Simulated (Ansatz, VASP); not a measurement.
**Two plane-wave programs on MoS2**

Contents of INCAR:

```
SYSTEM = MoS2
PREC = Accurate
ENCUT = 520
EDIFF = 1E-7
ISMEAR = 0
SIGMA = 0.05
LREAL = .FALSE.
LASPH = .TRUE.
NELM = 60
ALGO = Normal
ISIF = 2
LWAVE = .FALSE.
LCHARG = .FALSE.
GGA = PE
IVDW = 12
NBANDS = 35
```

The input KPOINTS:

```
Automatic mesh
0
G
  12 12 4
  0 0 0
```

The input POSCAR:

```
MoS2
1.0
    3.2019522193      0.0000000000      0.0000000000
   -1.6009761097      2.7729719636      0.0000000000
    0.0000000000      0.0000000000     12.2936995513
Mo S
2 4
Direct
    0.3333333333      0.6666666667      0.2500000000
    0.6666666667      0.3333333333      0.7500000000
    0.3333333333      0.6666666667      0.6204968003
    0.6666666667      0.3333333333      0.1204968003
    0.3333333333      0.6666666667      0.8795031997
    0.6666666667      0.3333333333      0.3795031997
```

Input for Ansatz:

```yaml
crystal:
  lattice:
    - [3.2019522193, 0.0, 0.0]
    - [-1.6009761097, 2.7729719636, 0.0]
    - [0.0, 0.0, 12.2936995513]
  atoms:
    - { symbol: Mo, position: [0.3333333333, 0.6666666667, 0.25] }
    - { symbol: Mo, position: [0.6666666667, 0.3333333333, 0.75] }
    - { symbol: S, position: [0.3333333333, 0.6666666667, 0.6204968003] }
    - { symbol: S, position: [0.6666666667, 0.3333333333, 0.1204968003] }
    - { symbol: S, position: [0.3333333333, 0.6666666667, 0.8795031997] }
    - { symbol: S, position: [0.6666666667, 0.3333333333, 0.3795031997] }
basis:
  ecutwfc: 420
kpoints:
  mp_grid: { grid: [12, 12, 4] }
hamiltonian:
  xc: pbe
  pseudopotentials: { kind: paw, azcp: { folder: soft_1 } }
  dispersion: d3bj
scf:
  occupations: { method: gaussian, width: 0.05 }
output:
  forces: true
  stress: true
  eigenvalues: true
  write_density: true
  write_potential: true
  elf: true
  volumetric_format: npy
```

Change from the starting cell: mode 4 frozen in at +0.000 Å, equal normal strain along x, y and z +0.0167.

Alike in both runs: task single point; functional PBE; dispersion D3(BJ); k mesh 12 × 12 × 4; occupations gaussian, width 0.05 eV; no spin polarisation.

|  | VASP | Ansatz |
| --- | --- | --- |
| version | VASP 6.6.1 | Ansatz 0.2.0 |
| potentials or method | VASP PAW PBE potentials, release 64 (Mo_sv, S), cutoff 520 eV | scalar-relativistic, plane waves, PAW |
| valence electrons in the cell | 52 | 52 |

VASP gave:

```
gap on the k mesh at the Fermi level (eV)                     : 0.84
least direct gap on the mesh (eV)                             : 1.59
pressure (GPa)                                                : -7.0
traceless stress, the component that is largest in VASP (GPa) : -0.61
rms of the force components (eV/Å)                            : 0.356
```

Q: What did Ansatz give for the same quantities?

A: gap on the k mesh at the Fermi level (eV): 0.83; least direct gap on the mesh (eV): 1.59; pressure (GPa): -6.9; traceless stress, the component that is largest in VASP (GPa): -0.58; rms of the force components (eV/Å): 0.351.

Atom by atom the forces differ by 0.005 eV/Å (rms over components).
